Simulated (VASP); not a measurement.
# Si16Ge (a cell with a defect) in VASP: relaxation of the atoms with PBE

Aim: the relaxation of the atoms of Si16Ge (a cell with a defect) with PBE.

All numbers are computed with VASP 6.6.1; they aren't measurements. Logs are shortened: lines on timing, memory, paths and dates and some standing lists are left out, and cuts for length are marked.

## Step 1: The cell of the first run

The cell holds a defect, 17 atoms: a = 7.679 Å, b = 7.679 Å, c = 7.679 Å, α = 60.00°, β = 60.00°, γ = 60.00°.

## Step 2: Relaxation of the atoms, PBE

The input, INCAR:

```
SYSTEM = Si16Ge
PREC     = Accurate       ! precision mode
ENCUT    = 520            ! plane-wave cutoff, eV
EDIFF    = 1E-6           ! SCF threshold, eV
ISMEAR   = 0              ! smearing method
SIGMA    = 0.02           ! smearing width, eV
LREAL    = Auto         
LASPH    = .True.         ! aspherical terms in the spheres
NELM     = 100            ! most SCF steps
ALGO     = Normal         ! electronic algorithm
ISIF     = 2              ! what is computed and relaxed
LWAVE    = .False.        ! write WAVECAR
LCHARG   = .False.        ! write CHGCAR
GGA      = PE             ! functional
IBRION   = 2              ! ionic algorithm
NSW      = 80             ! ionic steps
EDIFFG   = -0.03          ! ionic threshold
```

The input, KPOINTS:

```
Automatic mesh
0
Gamma
  2 2 2
  0 0 0
```

The input, POSCAR:

```
Si16Ge
1.0
    0.0000000000      5.4300000000      5.4300000000
    5.4300000000      0.0000000000      5.4300000000
    5.4300000000      5.4300000000      0.0000000000
Si Ge
16 1
Direct
    0.0000000000      0.0000000000      0.0000000000
    0.1250000000      0.1250000000      0.1250000000
    0.0000000000      0.0000000000      0.5000000000
    0.1250000000      0.1250000000      0.6250000000
    0.0000000000      0.5000000000      0.0000000000
    0.1250000000      0.6250000000      0.1250000000
    0.0000000000      0.5000000000      0.5000000000
    0.1250000000      0.6250000000      0.6250000000
    0.5000000000      0.0000000000      0.0000000000
    0.6250000000      0.1250000000      0.1250000000
    0.5000000000      0.0000000000      0.5000000000
    0.6250000000      0.1250000000      0.6250000000
    0.5000000000      0.5000000000      0.0000000000
    0.6250000000      0.6250000000      0.1250000000
    0.5000000000      0.5000000000      0.5000000000
    0.6250000000      0.6250000000      0.6250000000
    0.8149001500      0.5661288600      0.8105818400
```

Potentials or basis: VASP PAW PBE potentials, release 64 (Si, Ge_d).

The run is started by

```console
$ cat potpaw_PBE.64/Si/POTCAR potpaw_PBE.64/Ge_d/POTCAR > POTCAR
$ mpirun -np 1 vasp_std > vasp.out
```

OUTCAR:

```text
SYSTEM = Si16Ge
   PREC = Accurate
   ENCUT = 520
   EDIFF = 1E-6
   ISMEAR = 0
   LREAL = Auto
   LASPH = .True.
   NELM = 100
   ISIF = 2
   GGA = PE
   IBRION = 2
   NSW = 80
   EDIFFG = -0.03

 ion  position               nearest neighbor table
   1  0.000  0.000  0.000-   2 2.35   4 2.35   6 2.35  10 2.35
   2  0.125  0.125  0.125-   1 2.35   3 2.35   5 2.35   9 2.35
   3  0.000  0.000  0.500-   2 2.35   4 2.35   8 2.35  12 2.35
   4  0.125  0.125  0.625-   1 2.35   3 2.35   7 2.35  11 2.35
   5  0.000  0.500  0.000-  17 2.24   6 2.35   8 2.35  14 2.35   2 2.35
   6  0.125  0.625  0.125-   1 2.35   5 2.35   7 2.35  13 2.35
   7  0.000  0.500  0.500-  17 2.25   6 2.35   8 2.35  16 2.35   4 2.35
   8  0.125  0.625  0.625-  17 2.22   5 2.35   7 2.35  15 2.35   3 2.35
   9  0.500  0.000  0.000-   2 2.35  10 2.35  12 2.35  14 2.35
  10  0.625  0.125  0.125-   1 2.35   9 2.35  11 2.35  13 2.35
  11  0.500  0.000  0.500-   4 2.35  10 2.35  12 2.35  16 2.35
  12  0.625  0.125  0.625-   3 2.35   9 2.35  11 2.35  15 2.35
  13  0.500  0.500  0.000-  17 2.28  10 2.35  14 2.35  16 2.35   6 2.35
  14  0.625  0.625  0.125-  17 2.25   9 2.35  13 2.35  15 2.35   5 2.35
  15  0.500  0.500  0.500-   8 2.35  12 2.35  14 2.35  16 2.35
  16  0.625  0.625  0.625-  17 2.27  11 2.35  13 2.35  15 2.35   7 2.35
  17  0.815  0.566  0.811-   8 2.22   5 2.24   7 2.25  14 2.25  16 2.27  13 2.28

  LATTYP: Found a face centered cubic cell.
 ALAT       =    10.8600000000

  Lattice vectors:

 A1 = (   0.0000000000,   5.4300000000,   5.4300000000)
 A2 = (   5.4300000000,   0.0000000000,   5.4300000000)
 A3 = (   5.4300000000,   5.4300000000,   0.0000000000)

Analysis of symmetry for initial positions (statically):
=====================================================================
 Subroutine PRICEL returns:
 Original cell was already a primitive cell.

 Routine SETGRP: Setting up the symmetry group for a
 face centered cubic supercell.

 Subroutine GETGRP returns: Found  1 space group operations
 (whereof  1 operations were pure point group operations)
 out of a pool of 48 trial point group operations.

The static configuration has the point symmetry C_1 .

Analysis of symmetry for dynamics (positions and initial velocities):
=====================================================================
 Subroutine PRICEL returns:
 Original cell was already a primitive cell.

 Routine SETGRP: Setting up the symmetry group for a
 face centered cubic supercell.

 Subroutine GETGRP returns: Found  1 space group operations
 (whereof  1 operations were pure point group operations)
 out of a pool of 48 trial point group operations.

The dynamic configuration has the point symmetry C_1 .

 Subroutine INISYM returns: Found  1 space group operations
 (whereof  1 operations are pure point group operations),
 and found     1 'primitive' translations

----------------------------------------------------------------------------------------

                                     Primitive cell

  volume of cell :     320.2060

  direct lattice vectors                    reciprocal lattice vectors
     0.000000000  5.430000000  5.430000000    -0.092081031  0.092081031  0.092081031
     5.430000000  0.000000000  5.430000000     0.092081031 -0.092081031  0.092081031
     5.430000000  5.430000000  0.000000000     0.092081031  0.092081031 -0.092081031

  length of vectors
     7.679179644  7.679179644  7.679179644     0.159489025  0.159489025  0.159489025

  position of ions in fractional coordinates (direct lattice)
     0.000000000  0.000000000  0.000000000
     0.125000000  0.125000000  0.125000000
     0.000000000  0.000000000  0.500000000
     0.125000000  0.125000000  0.625000000
     0.000000000  0.500000000  0.000000000
     0.125000000  0.625000000  0.125000000
[... 9 lines left out ...]
     0.625000000  0.625000000  0.625000000
     0.814900150  0.566128860  0.810581840

  ion indices of the primitive-cell ions
   primitive index   ion index
                 1           1
                 2           2
                 3           3
                 4           4
                 5           5
                 6           6
[... 9 lines left out ...]
                16          16
                17          17

----------------------------------------------------------------------------------------

 KPOINTS: Automatic mesh

Automatic generation of k-mesh.
 Grid dimensions read from file:
 generate k-points for:    2    2    2

 Generating k-lattice:

  Cartesian coordinates                     Fractional coordinates (reciprocal lattice)
    -0.046040516  0.046040516  0.046040516     0.500000000  0.000000000  0.000000000
     0.046040516 -0.046040516  0.046040516     0.000000000  0.500000000  0.000000000
     0.046040516  0.046040516 -0.046040516     0.000000000  0.000000000  0.500000000

  Length of vectors
     0.079744512  0.079744512  0.079744512

  Shift w.r.t. Gamma in fractional coordinates (k-lattice)
     0.000000000  0.000000000  0.000000000

 Subroutine IBZKPT returns following result:
 ===========================================

 Found      8 irreducible k-points:

 Following reciprocal coordinates:
            Coordinates               Weight
  0.000000  0.000000  0.000000      1.000000
  0.500000  0.000000  0.000000      1.000000
  0.000000  0.500000  0.000000      1.000000
  0.000000  0.000000  0.500000      1.000000
  0.500000  0.500000  0.500000      1.000000
  0.500000  0.500000  0.000000      1.000000
  0.000000  0.500000  0.500000      1.000000
  0.500000  0.000000  0.500000      1.000000
   k-points           NKPTS =      8   k-points in BZ     NKDIM =      8   number of bands    NBANDS=     48
   number of dos      NEDOS =    301   number of ions     NIONS =     17
   total plane-waves  NPLWV = 216000
   dimension x,y,z NGX =    60 NGY =   60 NGZ =   60
   dimension x,y,z NGXF=   120 NGYF=  120 NGZF=  120
   ions per type =              16   1
   NGX,Y,Z   is equivalent  to a cutoff of  12.99, 12.99, 12.99 a.u.
   NGXF,Y,Z  is equivalent  to a cutoff of  25.98, 25.98, 25.98 a.u.
 SYSTEM =  Si16Ge
   PREC   = accura    normal or accurate (medium, high low for compatibility)
   ISTART =      0    job   : 0-new  1-cont  2-samecut
   ICHARG =      2    charge: 1-file 2-atom 10-const
   ISPIN  =      1    spin polarized calculation?
   LNONCOLLINEAR =      F non collinear calculations
   LSORBIT =      F    spin-orbit coupling
   LASPH  =      T    aspherical Exc in radial PAW
   ENCUT  =  520.0 eV  38.22 Ry    6.18 a.u.  14.28 14.28 14.28*2*pi/ulx,y,z
   NELM   =    100;   NELMIN=  2; NELMDL= -5     # of ELM steps
   EDIFF  = 0.1E-05   stopping-criterion for ELM
   LREAL  =      T    real-space projection
   EDIFFG = -.3E-01   stopping-criterion for IOM
   NSW    =     80    number of steps for IOM
   IBRION =      2    ionic relax: 0-MD 1-quasi-New 2-CG
   NFREE  =      1    steps in history (QN), initial steepest desc. (CG)
   ISIF   =      2    stress and relaxation
   ISYM   =      2    0-nonsym 1-usesym 2-fastsym
   POTIM  = 0.5000    time-step for ionic-motion
   TEBEG  =    0.0;   TEEND  =   0.0 temperature during run
   PSTRESS=    0.0 pullay stress
   NELECT =      78.0000    total number of electrons
   NUPDOWN=      -1.0000    fix difference up-down
   EMIN   =  10.00;   EMAX   =-10.00  energy-range for DOS
   EFERMI =   0.00;   METHOD = LEGACY
   ISMEAR =     0;   SIGMA  =   0.02  broadening in eV -4-tet -1-fermi 0-gaus
   EFERMI_NEDOS =   21; number of points for ismear=-14 and -15
   IALGO  =     38    algorithm
   IMIX   =      4    mixing-type and parameters
     AMIX     =   0.40;   BMIX     =  1.00
     AMIX_MAG =   1.60;   BMIX_MAG =  1.00
  volume/ion in A,a.u.               =      18.84       127.11
  Fermi-wavevector in a.u.,A,eV,Ry     =   1.022421  1.932096 14.222785  1.045345
  Thomas-Fermi vector in A             =   2.156100
   LORBIT       =      0    0 simple, 1 ext, 2 COOP (PROOUT), +10 PAW based schemes
   GGA     = PE    functional components
   LHFCALC =     F    Hartree Fock is set to
   AEXX    =    0.0000 exact exchange contribution
   IVDW    =     0    specifies the selected vdW correction
   LEPSILON=     F    determine dielectric tensor
   LRPA    =     F    only Hartree local field effects (RPA)
 conjugate gradient relaxation of ions
 non-spin polarized calculation
 Gauss-broadening in eV      SIGMA  =   0.02
  energy-cutoff  :      520.00
  volume of cell :      320.21
 maximum number of plane-waves:      8646
 NGX is ok and might be reduce to    60
   NGX = 29   NGY = 29   NGZ = 29

--------------------------------------- Ionic step        1  -------------------------------------------

 number of electron      78.0000002 magnetization

 Free energy of the ion-electron system (eV)
  ---------------------------------------------------
  ext. energy  EPLUGINS =         0.00000000
  ---------------------------------------------------
  free energy    TOTEN  =       -84.78640502 eV

  energy without entropy =      -84.78255490  energy(sigma->0) =      -84.78447996

------------------------ aborting loop because EDIFF is reached ----------------------------------------

  FORCE on cell =-STRESS in cart. coord.  units (eV):
  Direction    XX          YY          ZZ          XY          YZ          ZX
  --------------------------------------------------------------------------------------
  -------------------------------------------------------------------------------------
  Total       19.2453604     19.2730743     19.2209614      6.0634730      6.0506361     -6.0550694
  in kB       96.2957556     96.4344244     96.1736736     30.3390896     30.2748590    -30.2970413
  external PRESSURE =      96.3012846 kB  Pullay stress =       0.0000000 kB
[... 134 lines left out ...]
  FREE ENERGIE OF THE ION-ELECTRON SYSTEM (eV)
  ---------------------------------------------------
  free  energy   TOTEN  =       -85.9214975556 eV

  energy  without entropy=      -85.9186780122  energy(sigma->0) =      -85.92008778

[... ionic steps 4 to 13 ...]

--------------------------------------- Ionic step       14  -------------------------------------------

 number of electron      78.0000002 magnetization

------------------------ aborting loop because EDIFF is reached ----------------------------------------

  FORCE on cell =-STRESS in cart. coord.  units (eV):
  Direction    XX          YY          ZZ          XY          YZ          ZX
  --------------------------------------------------------------------------------------
  -------------------------------------------------------------------------------------
  Total       10.9627045     10.9608222     10.9148590      1.2848942      1.2383551     -1.2454236
  in kB       54.8528004     54.8433823     54.6134016      6.4290744      6.1962125     -6.2315804
  external PRESSURE =      54.7698614 kB  Pullay stress =       0.0000000 kB
[... 87 lines left out ...]
  energy  without entropy=      -86.3571442162  energy(sigma->0) =      -86.35714422

--------------------------------------- Ionic step       16  -------------------------------------------

 number of electron      78.0000002 magnetization

 Free energy of the ion-electron system (eV)
  ---------------------------------------------------
  ext. energy  EPLUGINS =         0.00000000
  ---------------------------------------------------
  free energy    TOTEN  =       -86.35735458 eV

  energy without entropy =      -86.35735457  energy(sigma->0) =      -86.35735457

 E-fermi :   6.6391     XC(G=0):  -9.7728

 val. band max:        6.5663497658   @ k =   0.0000   0.5000   0.0000
 cond. band min:       6.7122624634   @ k =   0.0000   0.0000   0.0000
 fundamental gap:      0.1459126976
 Fermi energy:         6.6390652620

 k-point     1 :       0.0000    0.0000    0.0000
  band No.  band energies     occupation
      1     -17.9200      2.00000
      2     -17.9197      2.00000
      3     -17.7894      2.00000
      4     -17.7894      2.00000
      5     -17.7838      2.00000
      6      -6.3464      2.00000
[... 441 lines left out ...]
  FREE ENERGIE OF THE ION-ELECTRON SYSTEM (eV)
  ---------------------------------------------------
  free  energy   TOTEN  =       -86.3573545751 eV

  energy  without entropy=      -86.3573545700  energy(sigma->0) =      -86.35735457

 reached required accuracy - stopping structural energy minimisation
```

Wall time 28 min (1 thread of Oxide Virtual Turin-like, shared host); peak memory 0.52 GiB.

Results:

```
Free energy                  : -86.3574 eV
Energy gained by relaxing    : 92.4 meV/atom
Ionic steps                  : 16
Pressure after relaxing      : 5.5 GPa
Largest force after relaxing : 0.026 eV/Å
Band gap on the k mesh       : 0.15 eV
```

Forces on the atoms (eV/Å):
```
Si   0.015 -0.015  0.014
Si  -0.010  0.005 -0.007
Si   0.008 -0.007 -0.005
Si  -0.006  0.010 -0.005
Si  -0.004  0.017 -0.009
Si   0.003 -0.002  0.009
Si  -0.019  0.005 -0.010
Si   0.008 -0.006  0.002
Si  -0.004 -0.002  0.006
Si  -0.002  0.004 -0.006
Si   0.000  0.004  0.003
Si  -0.004  0.004 -0.003
Si  -0.011  0.009 -0.016
Si   0.010 -0.003  0.012
Si   0.003  0.000  0.002
Si   0.005 -0.011  0.012
Ge   0.007 -0.011 -0.001
```

The path:
```
step  energy change (eV)  largest force (eV/Å)  pressure (GPa)
   1              0.0000                3.2285            9.63
   2             -1.1306                0.9867            7.80
   3             -1.1351                0.9434            7.83
   4             -1.2374                0.5368            7.64
   5             -1.2499                0.5711            7.55
   6             -1.2999                0.2980            7.40
   7             -1.3089                0.3601            7.32
   8             -1.3568                0.2913            7.20
   9             -1.4527                0.3862            6.81
  10             -1.4609                0.7789            5.96
  11             -1.4821                0.6223            6.34
  12             -1.5174                0.4771            6.14
  13             -1.5663                0.1704            5.50
  14             -1.5702                0.0643            5.48
  15             -1.5707                0.0350            5.47
  16             -1.5709                0.0257            5.46
```

Final structure:
```
CELL_PARAMETERS angstrom
0.00000 5.43000 5.43000
5.43000 0.00000 5.43000
5.43000 5.43000 0.00000
ATOMIC_POSITIONS crystal
Si 0.97678 0.07032 0.97652
Si 0.12692 0.13928 0.12672
Si 0.01885 0.98730 0.49698
Si 0.12686 0.13932 0.60722
Si 0.01135 0.51099 0.01101
Si 0.10295 0.69149 0.10285
Si 0.01127 0.51105 0.46681
Si 0.16077 0.61519 0.61204
Si 0.49719 0.98727 0.01857
Si 0.60753 0.13910 0.12673
Si 0.49716 0.98734 0.49707
Si 0.65040 0.04940 0.65016
Si 0.46699 0.51092 0.01109
Si 0.61233 0.61508 0.16022
Si 0.52379 0.42977 0.52328
Si 0.61238 0.61509 0.61247
Ge 0.81137 0.56722 0.81084
```

Caveat: the k points lie up to 0.50 Å⁻¹ apart; semilocal functionals underestimate gaps, and a narrow one can read as zero.
